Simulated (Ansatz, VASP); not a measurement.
**GaCo: VASP beside Ansatz**

INCAR

```
  ALGO = Normal
  EDIFF = 1E-8
  ENCUT = 520
  GGA = CA
  ISIF = 2
  ISMEAR = -1
  LASPH = T
  LCHARG = F
  LEFG = T
  LREAL = F
  LWAVE = F
  NBANDS = 18
  NELM = 80
  PREC = Accurate
  SIGMA = 0.08
```

KPOINTS

```
k-points
0
Gamma
  12 12 12
```

Contents of POSCAR:

```
GaCo
1.0
    2.8472292200      0.0000000000      0.0000000000
    0.0000000000      2.8472292200      0.0000000000
    0.0000000000      0.0000000000      2.8472292200
Ga Co
1 1
Direct
    0.5000000000      0.5000000000      0.5000000000
    0.0000000000      0.0000000000      0.0000000000
```

Input for Ansatz:

```yaml
crystal:
  lattice:
    - [2.84722922, 0.0, 0.0]
    - [0.0, 2.84722922, 0.0]
    - [0.0, 0.0, 2.84722922]
  atoms:
    - { symbol: Ga, position: [0.5, 0.5, 0.5] }
    - { symbol: Co, position: [0.0, 0.0, 0.0] }
kpoints:
  mp_grid: { grid: [12, 12, 12] }
scf:
  occupations: { method: fermi_dirac, width: 0.08 }
hamiltonian:
  xc: lda
  pseudopotentials: { kind: paw }
output:
  forces: true
  stress: true
  eigenvalues: true
  efg: { contact_densities: true }
```

Alike in both runs: task electric field gradients; functional LDA; k mesh 12 × 12 × 12; occupations fermi-dirac, width 0.08 eV; no spin polarisation.

|  | VASP | Ansatz |
| --- | --- | --- |
| version | VASP 6.6.1 | Ansatz 0.2.0 |
| potentials or method | VASP PAW LDA potentials, release 64 (Ga_d, Co) | PAW with Ansatz's default frozen-core files, scalar-relativistic |
| plane-wave cutoff (eV) | 520 | 420 |
| valence electrons in the cell | 22 | 30 |

|  | VASP | Ansatz | Ansatz less VASP |
| --- | --- | --- | --- |
| pressure (GPa) | -7.4 | -7.9 | -0.49 |

LDA's correlation is that of Perdew and Zunger in VASP and of Perdew and Wang (1992) in Ansatz. VASP's potentials hold 22 valence electrons a cell and Ansatz's 30, so a difference there can come from the potentials and not from the codes.
